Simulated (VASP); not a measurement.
Mg: relaxation of cell and atoms with LDA

Mg:

```
Mg
1.0
     2.95000    0.00000    0.00000
     0.00000    2.95000    0.00000
     0.00000    0.00000    2.95000
Mg
1
Direct
  0.00000 0.00000 0.00000
```

This isn't the form of Mg at room conditions, which is hcp.

```yaml
Program: VASP 6.6.1
Task: relaxation of cell and atoms
Functional: LDA
Potentials_or_basis: VASP PAW LDA potentials, release 64 (Mg)
Cutoff: 600 eV
k_mesh: 8 × 8 × 8
Occupations: fermi-dirac, width 0.05 eV
Spin: no spin polarisation
Dipole_correction: no
Further_INCAR_settings: ALGO = Normal; EDIFF = 1e-07; IBRION = 2; EDIFFG = -0.02; NSW = 80; ISIF = 3
```

```json
{"Relaxed volume": "25.77 Å³/atom", "Relaxed cell": "a = 2.954 Å, b = 2.954 Å, c = 2.954 Å, α = 90.00°, β = 90.00°, γ = 90.00°", "Space group after relaxing (to 0.1 Å)": "Pm-3m (No. 221)", "Energy gained by relaxing": "0.1 meV/atom", "Ionic steps": "2", "Pressure after relaxing": "0.1 GPa", "Band gap on the k mesh": "zero (bands 1 and 2 overlap by 6.72 eV)"}
```

Final structure:
```yaml
crystal:
  lattice:
    - [2.95363, 0.00000, 0.00000]
    - [0.00000, 2.95363, 0.00000]
    - [0.00000, 0.00000, 2.95363]
  atoms:
    - { symbol: Mg, position: [0.00000, 0.00000, 0.00000] }
```

Levels at points of the mesh, in eV from the Fermi level:
| k point | band 1 | band 2 | band 3 | band 4 |
| --- | --- | --- | --- | --- |
| (0.00, 0.00, 0.00) | -6.57 | 8.18 | 8.18 | 9.71 |
| (0.50, 0.00, 0.00) | -2.55 | -2.16 | 10.64 | 13.22 |
| (0.50, 0.50, 0.00) | 1.22 | 1.22 | 2.03 | 2.60 |
| (0.50, 0.50, 0.50) | 4.56 | 4.56 | 4.56 | 5.71 |

It took 2.5 s on 1 thread of Intel(R) Xeon(R) Platinum 8488C (Sapphire Rapids), on a shared host, peak memory 0.12 GiB.
